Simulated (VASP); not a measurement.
# Fe2F (P4_2/mnm) in VASP: notebook, part 2 of 2

VASP 6.6.1. The steps go on from the part before.

## 3. Single point, PBE, collinear spin, ferromagnetic start

This run uses another cell than the first one, of 13.20 Å³/atom.

Input file INCAR:

```
ALGO = Normal
EDIFF = 1E-6
ENCUT = 520
GGA = PE
ISIF = 2
ISMEAR = 0
ISPIN = 2
LASPH = T
LCHARG = T
LELF = T
LMAXMIX = 4
LORBIT = 11
LREAL = F
LVHAR = T
LWAVE = F
MAGMOM = 3.05 3.05 3.05 3.05 0.15 0.15
NBANDS = 36
NELM = 150
PREC = Accurate
SIGMA = 0.1
```

Input file KPOINTS:

```
k-points
0
Gamma
  4 4 6
```

Input file POSCAR:

```
Fe2F
1.0
    4.6263088018      0.0000000000      0.0000000000
    0.0000000000      4.6263088018      0.0000000000
    0.0000000000      0.0000000000      3.7012061869
Fe F
4 2
Direct
    0.3116410034      0.3116410034      0.0000000000
    0.1883589966      0.8116410034      0.5000000000
    0.6883589966      0.6883589966      0.0000000000
    0.8116410034      0.1883589966      0.5000000000
    0.0000000000      0.0000000000      0.0000000000
    0.5000000000      0.5000000000      0.5000000000
```

Potentials or basis: VASP PAW PBE potentials, release 64 (Fe, F).

Launch:

```console
$ cat potpaw_PBE.64/Fe/POTCAR potpaw_PBE.64/F/POTCAR > POTCAR
$ mpirun -np 1 vasp_std > vasp.out
```

OUTCAR:

```text
EDIFF = 1E-6
   ENCUT = 520
   GGA = PE
   ISIF = 2
   ISMEAR = 0
   ISPIN = 2
   LASPH = T
   LORBIT = 11
   LREAL = F
   NELM = 150
   PREC = Accurate

 ion  position               nearest neighbor table
   1  0.312  0.312  0.000-   5 2.04   6 2.22   6 2.22   3 2.46   4 3.02   2 3.02   4 3.02   2 3.02
                             2 3.02   2 3.02   4 3.02   4 3.02
   2  0.188  0.812  0.500-   6 2.04   5 2.22   5 2.22   4 2.46   1 3.02   1 3.02   3 3.02   3 3.02
                             1 3.02   1 3.02   3 3.02   3 3.02
   3  0.688  0.688  0.000-   5 2.04   6 2.22   6 2.22   1 2.46   4 3.02   2 3.02   4 3.02   2 3.02
                             4 3.02   4 3.02   2 3.02   2 3.02
   4  0.812  0.188  0.500-   6 2.04   5 2.22   5 2.22   2 2.46   3 3.02   1 3.02   3 3.02   1 3.02
                             3 3.02   3 3.02   1 3.02   1 3.02
   5  0.000  0.000  0.000-   1 2.04   3 2.04   2 2.22   4 2.22   2 2.22   4 2.22
   6  0.500  0.500  0.500-   2 2.04   4 2.04   3 2.22   1 2.22   1 2.22   3 2.22

  LATTYP: Found a simple tetragonal cell.
 ALAT       =     4.6263088018
 C/A-ratio  =     0.8000344001

  Lattice vectors:

 A1 = (   4.6263088018,   0.0000000000,   0.0000000000)
 A2 = (   0.0000000000,   4.6263088018,   0.0000000000)
 A3 = (   0.0000000000,   0.0000000000,   3.7012061869)

Analysis of symmetry for initial positions (statically):
=====================================================================
 Subroutine PRICEL returns:
 Original cell was already a primitive cell.

 Routine SETGRP: Setting up the symmetry group for a
 simple tetragonal supercell.

 Subroutine GETGRP returns: Found 16 space group operations
 (whereof  8 operations were pure point group operations)
 out of a pool of 16 trial point group operations.

The static configuration has the point symmetry D_2h.
 The point group associated with its full space group is D_4h.

Analysis of symmetry for dynamics (positions and initial velocities):
=====================================================================
 Subroutine PRICEL returns:
 Original cell was already a primitive cell.

 Routine SETGRP: Setting up the symmetry group for a
 simple tetragonal supercell.

 Subroutine GETGRP returns: Found 16 space group operations
 (whereof  8 operations were pure point group operations)
 out of a pool of 16 trial point group operations.

The dynamic configuration has the point symmetry D_2h.
 The point group associated with its full space group is D_4h.

Analysis of structural, dynamic, and magnetic symmetry:
=====================================================================
 Subroutine PRICEL returns:
 Original cell was already a primitive cell.

 Routine SETGRP: Setting up the symmetry group for a
 simple tetragonal supercell.

 Subroutine GETGRP returns: Found 16 space group operations
 (whereof  8 operations were pure point group operations)
 out of a pool of 16 trial point group operations.

The overall configuration has the point symmetry D_2h.
 The point group associated with its full space group is D_4h.

 Subroutine INISYM returns: Found 16 space group operations
 (whereof  8 operations are pure point group operations),
 and found     1 'primitive' translations

----------------------------------------------------------------------------------------

                                     Primitive cell

  volume of cell :      79.2159
[... 104 lines left out ...]
   POTIM  = 0.5000    time-step for ionic-motion
   TEBEG  =    0.0;   TEEND  =   0.0 temperature during run
   PSTRESS=    0.0 pullay stress
   NELECT =      46.0000    total number of electrons
   NUPDOWN=      -1.0000    fix difference up-down
   EMIN   =  10.00;   EMAX   =-10.00  energy-range for DOS
   EFERMI =   0.00;   METHOD = LEGACY
   ISMEAR =     0;   SIGMA  =   0.10  broadening in eV -4-tet -1-fermi 0-gaus
   EFERMI_NEDOS =   21; number of points for ismear=-14 and -15
   IALGO  =     38    algorithm
   IMIX   =      4    mixing-type and parameters
     AMIX     =   0.40;   BMIX     =  1.00
     AMIX_MAG =   1.60;   BMIX_MAG =  1.00
  volume/ion in A,a.u.               =      13.20        89.10
  Fermi-wavevector in a.u.,A,eV,Ry     =   1.365809  2.581005 25.380770  1.865434
  Thomas-Fermi vector in A             =   2.492005
   LORBIT       =     11    0 simple, 1 ext, 2 COOP (PROOUT), +10 PAW based schemes
   GGA     = PE    functional components
   LHFCALC =     F    Hartree Fock is set to
   AEXX    =    0.0000 exact exchange contribution
   IVDW    =     0    specifies the selected vdW correction
   LEPSILON=     F    determine dielectric tensor
   LRPA    =     F    only Hartree local field effects (RPA)
 spin polarized calculation
 Gauss-broadening in eV      SIGMA  =   0.10
  energy-cutoff  :      520.00
  volume of cell :       79.22
 maximum number of plane-waves:      2152
 NGX is ok and might be reduce to    36
   NGX = 17   NGY = 17   NGZ = 13

 number of electron      46.0000052 magnetization      12.0592569

 Free energy of the ion-electron system (eV)
  ---------------------------------------------------
  ext. energy  EPLUGINS =         0.00000000
  ---------------------------------------------------
  free energy    TOTEN  =       -35.93142802 eV

  energy without entropy =      -35.90173925  energy(sigma->0) =      -35.91658363

 E-fermi :   4.4403     XC(G=0): -11.2092

 val. band max:        4.4397012530   @ k =   0.0000   0.0000   0.3333
 cond. band min:       4.4449957081   @ k =   0.5000   0.2500   0.3333
 fundamental gap:      0.0052944551
 Fermi energy:         4.4402795095

 spin component 1

 k-point     1 :       0.0000    0.0000    0.0000
  band No.  band energies     occupation
      1     -22.1016      1.00000
      2     -21.9669      1.00000
      3      -4.6105      1.00000
      4      -4.5378      1.00000
      5      -4.5378      1.00000
      6      -4.0460      1.00000
[... 901 lines left out ...]
     34       7.9128      0.00000
     35       9.1450      0.00000
 Fermi energy:         4.4402795095

 spin component 2

 k-point     1 :       0.0000    0.0000    0.0000
  band No.  band energies     occupation
      1     -21.9218      1.00000
      2     -21.7866      1.00000
      3      -4.2519      1.00000
      4      -4.2519      1.00000
      5      -4.0751      1.00000
      6      -3.7520      1.00000
[... 901 lines left out ...]
     34       9.3186      0.00000
     35       9.9709      0.00000
 [bands above 35 left out]

------------------------ aborting loop because EDIFF is reached ----------------------------------------

  FORCE on cell =-STRESS in cart. coord.  units (eV):
  Direction    XX          YY          ZZ          XY          YZ          ZX
  --------------------------------------------------------------------------------------
  -------------------------------------------------------------------------------------
  Total       -0.1196836     -0.1196836     -0.1418148      0.0000000      0.0000000      0.0000000
  in kB       -2.4206544     -2.4206544     -2.8682682      0.0000000      0.0000000      0.0000000
  external PRESSURE =      -2.5698590 kB  Pullay stress =       0.0000000 kB

 VOLUME and BASIS-vectors are now :
 -----------------------------------------------------------------------------
  energy-cutoff  :      520.00
  volume of cell :       79.22
      direct lattice vectors                 reciprocal lattice vectors
     4.626308802  0.000000000  0.000000000     0.216155048  0.000000000  0.000000000
     0.000000000  4.626308802  0.000000000     0.000000000  0.216155048  0.000000000
     0.000000000  0.000000000  3.701206187     0.000000000  0.000000000  0.270182192

 POSITION                                       TOTAL-FORCE (eV/Angst)
 -----------------------------------------------------------------------------------
      1.44175      1.44175      0.00000         0.015381      0.015381      0.000000
      0.87141      3.75490      1.85060        -0.015381      0.015381      0.000000
      3.18456      3.18456      0.00000        -0.015381     -0.015381     -0.000000
      3.75490      0.87141      1.85060         0.015381     -0.015381     -0.000000
      0.00000      0.00000      0.00000         0.000000      0.000000     -0.000000
      2.31315      2.31315      1.85060         0.000000      0.000000     -0.000000
 -----------------------------------------------------------------------------------
    total drift:                                0.000000      0.000000      0.000000

  FREE ENERGIE OF THE ION-ELECTRON SYSTEM (eV)
  ---------------------------------------------------
  free  energy   TOTEN  =       -35.9314280151 eV

  energy  without entropy=      -35.9017392516  energy(sigma->0) =      -35.91658363

 total charge

# of ion       s       p       d       tot
------------------------------------------
    1        0.327   0.271   6.171   6.769
    2        0.327   0.271   6.171   6.769
    3        0.327   0.271   6.171   6.769
    4        0.327   0.271   6.171   6.769
    5        1.761   4.326   0.000   6.087
    6        1.761   4.326   0.000   6.087
--------------------------------------------------
tot          4.831   9.735  24.683  39.250

 magnetization (x)

# of ion       s       p       d       tot
------------------------------------------
    1        0.001  -0.029   3.049   3.021
    2        0.001  -0.029   3.049   3.021
    3        0.001  -0.029   3.049   3.021
    4        0.001  -0.029   3.049   3.021
    5        0.013   0.076   0.000   0.089
    6        0.013   0.076   0.000   0.089
--------------------------------------------------
tot          0.029   0.036  12.198  12.263
```

It took 77 s on 1 thread of Intel Xeon Platinum 8488C (Sapphire Rapids), shared host; peak memory 0.26 GiB.

Results:

```yaml
Free_energy: -35.9314 eV
Pressure: -0.3 GPa
Largest_force: 0.022 eV/Å
Net_moment: 12.06 μB per cell
Site_moments: Fe +3.02; F +0.09 μB
Valence_electrons_inside_the_program's_atomic_spheres: Fe 6.77; F 6.09
```

Forces on the atoms (eV/Å):
```
Fe   0.015  0.015  0.000
Fe  -0.015  0.015  0.000
Fe  -0.015 -0.015  0.000
Fe   0.015 -0.015  0.000
F    0.000  0.000  0.000
F    0.000  0.000  0.000
```

Levels at points of the mesh, in eV from the Fermi level:
Spin up:
```tsv
k point	band 26	band 27	band 28	band 29	band 30	band 31	band 32	band 33
(0.00, 0.00, 0.00)	-1.98	-1.78	-1.21	-1.21	0.88	3.05	4.68	4.68
(0.50, 0.00, 0.00)	-1.95	-1.86	-1.86	-1.46	-1.46	3.89	3.89	5.67
(0.50, 0.50, 0.00)	-2.15	-1.80	-1.80	-0.23	-0.23	0.90	0.90	8.23
(0.00, 0.00, 0.50)	-2.08	-1.44	-1.44	-0.30	-0.30	4.45	4.45	5.69
(0.50, 0.00, 0.50)	-1.94	-1.80	-1.80	0.60	0.60	1.57	1.57	5.95
(0.50, 0.50, 0.50)	-1.81	-1.32	-1.32	1.45	1.45	2.46	2.46	3.47
```
Spin down:
```csv
k point,band 14,band 15,band 16,band 17,band 18,band 19,band 20,band 21
"(0.00, 0.00, 0.00)",-0.78,-0.78,-0.45,-0.45,-0.27,0.44,0.78,0.83
"(0.50, 0.00, 0.00)",-0.87,-0.67,-0.67,0.26,0.26,0.37,0.37,0.70
"(0.50, 0.50, 0.00)",-0.81,-0.51,-0.51,-0.34,-0.34,0.26,0.26,0.49
"(0.00, 0.00, 0.50)",-1.31,-0.73,-0.73,0.04,0.04,0.29,0.29,0.81
"(0.50, 0.00, 0.50)",-1.40,-0.56,-0.56,0.23,0.23,0.32,0.32,0.73
"(0.50, 0.50, 0.50)",-0.82,-0.45,-0.45,-0.25,-0.25,0.41,0.41,0.49
```

Caveat: only a ferromagnetic start was run, and an antiferromagnetic order may lie lower in energy.
